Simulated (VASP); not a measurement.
# SiO2 (P4_2/mnm) in VASP: phonons with r2SCAN

Aim: the phonons of SiO2 with r2SCAN.

Program: VASP 6.6.1. These are calculated values, not measurements. Logs are shortened: lines on timing, memory, paths and dates and some standing lists are left out, and cuts for length are marked.

### Step 1. The cell of the first run

Symmetry: P4_2/mnm, No. 136, tetragonal system. Conventional cell: a = 4.185 Å, b = 4.185 Å, c = 2.668 Å, α = 90.00°, β = 90.00°, γ = 90.00°. Within 2.3 Å of Si (site symmetry mmm) lie 6 O at 1.76 to 1.81 Å. Within 2.3 Å of O (site symmetry m2m) lie 3 Si at 1.76 to 1.81 Å and 1 O at 2.30 Å.

### Step 2. Phonons, r2SCAN

Contents of INCAR:

```
PREC = Accurate
ENCUT = 520
EDIFF = 1E-8
ISMEAR = 0
SIGMA = 0.01
LREAL = False
LASPH = True
NELM = 100
ALGO = Normal
ISIF = 2
LWAVE = False
LCHARG = False
METAGGA = R2SCAN
LMIXTAU = True
NBANDS = 25
IBRION = 6
NFREE = 2
POTIM = 0.015
NSW = 1
```

Contents of KPOINTS:

```
Automatic mesh
0
Gamma
  6 6 8
```

Contents of POSCAR:

```
SiO2
1.0
    4.1847652134      0.0000000000      0.0000000000
    0.0000000000      4.1847652134      0.0000000000
    0.0000000000      0.0000000000      2.6684166556
Si O
2 4
Direct
    0.0000000000      0.0000000000      0.0000000000
    0.5000000000      0.5000000000      0.5000000000
    0.3061025507      0.3061025507      0.0000000000
    0.1938974493      0.8061025507      0.5000000000
    0.6938974493      0.6938974493      0.0000000000
    0.8061025507      0.1938974493      0.5000000000
```

Potentials or basis: VASP PAW PBE potentials, release 64 (Si, O).

Command:

```console
$ cat potpaw_PBE.64/Si/POTCAR potpaw_PBE.64/O/POTCAR > POTCAR
$ mpirun -np 1 vasp_std > vasp.out
```

OUTCAR:

```text
PREC = Accurate
   ENCUT = 520
   EDIFF = 1E-8
   ISMEAR = 0
   LREAL = False
   LASPH = True
   NELM = 100
   ISIF = 2
   METAGGA = R2SCAN
   IBRION = 6
   NFREE = 2
   POTIM = 0.015
   NSW = 1

 ion  position               nearest neighbor table
   1  0.000  0.000  0.000-   4 1.76   6 1.76   4 1.76   6 1.76   5 1.81   3 1.81
   2  0.500  0.500  0.500-   3 1.76   5 1.76   3 1.76   5 1.76   4 1.81   6 1.81
   3  0.306  0.306  0.000-   2 1.76   2 1.76   1 1.81
   4  0.194  0.806  0.500-   1 1.76   1 1.76   2 1.81
   5  0.694  0.694  0.000-   2 1.76   2 1.76   1 1.81
   6  0.806  0.194  0.500-   1 1.76   1 1.76   2 1.81

  LATTYP: Found a simple tetragonal cell.
 ALAT       =     4.1847652134
 C/A-ratio  =     0.6376502670

  Lattice vectors:

 A1 = (   4.1847652134,   0.0000000000,   0.0000000000)
 A2 = (   0.0000000000,   4.1847652134,   0.0000000000)
 A3 = (   0.0000000000,   0.0000000000,   2.6684166556)

Analysis of symmetry for initial positions (statically):
=====================================================================
 Subroutine PRICEL returns:
 Original cell was already a primitive cell.

 Routine SETGRP: Setting up the symmetry group for a
 simple tetragonal supercell.

 Subroutine GETGRP returns: Found 16 space group operations
 (whereof  8 operations were pure point group operations)
 out of a pool of 16 trial point group operations.

The static configuration has the point symmetry D_2h.
 The point group associated with its full space group is D_4h.

Analysis of symmetry for dynamics (positions and initial velocities):
=====================================================================
 Subroutine PRICEL returns:
 Original cell was already a primitive cell.

 Routine SETGRP: Setting up the symmetry group for a
 simple tetragonal supercell.

 Subroutine GETGRP returns: Found 16 space group operations
 (whereof  8 operations were pure point group operations)
 out of a pool of 16 trial point group operations.

The dynamic configuration has the point symmetry D_2h.
 The point group associated with its full space group is D_4h.

 Subroutine INISYM returns: Found 16 space group operations
 (whereof  8 operations are pure point group operations),
[... 472 lines left out ...]
--------------------------------------- Ionic step        9  -------------------------------------------

 number of electron      31.9999980 magnetization

 Free energy of the ion-electron system (eV)
  ---------------------------------------------------
  ext. energy  EPLUGINS =         0.00000000
  ---------------------------------------------------
  free energy    TOTEN  =       -58.78319437 eV

  energy without entropy =      -58.78319437  energy(sigma->0) =      -58.78319437

 E-fermi :   7.8689     XC(G=0): -12.8686

 val. band max:        7.7932438460   @ k =   0.0000   0.0000   0.0000
 cond. band min:      14.3084664949   @ k =   0.0000   0.0000   0.0000
 fundamental gap:      6.5152226488
 Fermi energy:         7.8689436602

 k-point     1 :       0.0000    0.0000    0.0000
  band No.  band energies     occupation
      1     -15.7427      2.00000
      2     -12.1575      2.00000
      3     -12.1573      2.00000
      4     -11.8982      2.00000
      5      -3.2402      2.00000
      6       1.2839      2.00000
[... 661 lines left out ...]
     24      21.8385      0.00000
     25      22.6312      0.00000

 [... further k-points ...]

------------------------ aborting loop because EDIFF is reached ----------------------------------------

  FORCE on cell =-STRESS in cart. coord.  units (eV):
  Direction    XX          YY          ZZ          XY          YZ          ZX
  --------------------------------------------------------------------------------------
  -------------------------------------------------------------------------------------
  Total        0.0673446      0.0673446      0.3429208      0.0040531     -0.0405161     -0.0405162
  in kB        2.3089667      2.3089667     11.7573256      0.1389654     -1.3891285     -1.3891327
  external PRESSURE =       5.4584197 kB  Pullay stress =       0.0000000 kB
[... 21 lines left out ...]
  FREE ENERGIE OF THE ION-ELECTRON SYSTEM (eV)
  ---------------------------------------------------
  free  energy   TOTEN  =       -58.7831943743 eV

  energy  without entropy=      -58.7831943743  energy(sigma->0) =      -58.78319437

 INTERNAL STRAIN TENSORS FROM DISPLACED ATOMS
 ============================================

 INTERNAL STRAIN TENSOR FOR ION    1 for displacements in x,y,z  (eV/Angst):
          X           Y           Z          XY          YZ          ZX
  --------------------------------------------------------------------------------
  x     0.00000     0.00000     0.00000     0.00000     0.00000     0.00000
  y     0.00000     0.00000     0.00000     0.00000     0.00000     0.00000
  z     0.00000     0.00000     0.00000     0.00000     0.00000     0.00000

 INTERNAL STRAIN TENSOR FOR ION    6 for displacements in x,y,z  (eV/Angst):
          X           Y           Z          XY          YZ          ZX
  --------------------------------------------------------------------------------
  x     9.95647     4.77081     0.23288    -2.26945     0.00000     0.00000
  y    -4.77081    -9.95647    -0.23288     2.26946     0.00000     0.00000
  z     0.00000     0.00000     0.00000     0.00000    -2.70153     2.70153

 Eigenvectors and eigenvalues of the dynamical matrix
 ----------------------------------------------------

   1 f  =   28.755684 THz   180.677291 2PiTHz  959.186372 cm-1   118.923900 meV
             X         Y         Z           dx          dy          dz
      0.000000  0.000000  0.000000    -0.000000    0.000000   -0.000000
      2.092383  2.092383  1.334208     0.000000    0.000000   -0.000000
      1.280967  1.280967  0.000000    -0.353553   -0.353553    0.000000
      0.811415  3.373350  1.334208    -0.353553    0.353553   -0.000000
      2.903798  2.903798  0.000000     0.353553    0.353553   -0.000000
      3.373350  0.811415  1.334208     0.353553   -0.353553    0.000000
[... 145 lines left out ...]
  18 f/i=    0.006232 THz     0.039156 2PiTHz    0.207871 cm-1     0.025773 meV
             X         Y         Z           dx          dy          dz
      0.000000  0.000000  0.000000    -0.483269    0.007040   -0.000000
      2.092383  2.092383  1.334208    -0.483264    0.006674   -0.000000
      1.280967  1.280967  0.000000    -0.364935    0.005246   -0.000000
      0.811415  3.373350  1.334208    -0.364933    0.005111   -0.000000
      2.903798  2.903798  0.000000    -0.364935    0.005246   -0.000000
      3.373350  0.811415  1.334208    -0.364933    0.005111   -0.000000

 ELASTIC MODULI CONTR FROM IONIC RELAXATION (kBar)
 Direction    XX          YY          ZZ          XY          YZ          ZX
 --------------------------------------------------------------------------------
 XX       -1016.5396    135.1178    -13.9381      0.0000      0.0000     -0.0000
 YY         135.1178  -1016.5396    -13.9381     -0.0000      0.0000      0.0000
 ZZ         -13.9381    -13.9381     -0.4408      0.0000      0.0000      0.0000
 XY           0.0000     -0.0000      0.0000    -26.0965     -0.0000      0.0000
 YZ           0.0000      0.0000      0.0000     -0.0000    -48.9749     -0.0000
 ZX          -0.0000      0.0000      0.0000      0.0000     -0.0000    -48.9752
 --------------------------------------------------------------------------------
```

Wall time 14 min (1 thread of Intel Xeon 6975P-C (Granite Rapids), shared host); peak memory 0.34 GiB.

What came out:

- Highest phonon frequency at Γ, LO-TO splitting left out: 959 cm⁻¹

Phonon frequencies in cm⁻¹ (negative: imaginary):
| q point | frequencies |
| --- | --- |
| (0.000, 0.000, 0.000) | 0 0 0 233 393 469 469 578 578 589 589 613 662 757 764 833 833 959 |

Caveat: the PAW data sets were made with another functional, which shifts forces and pressure a little.
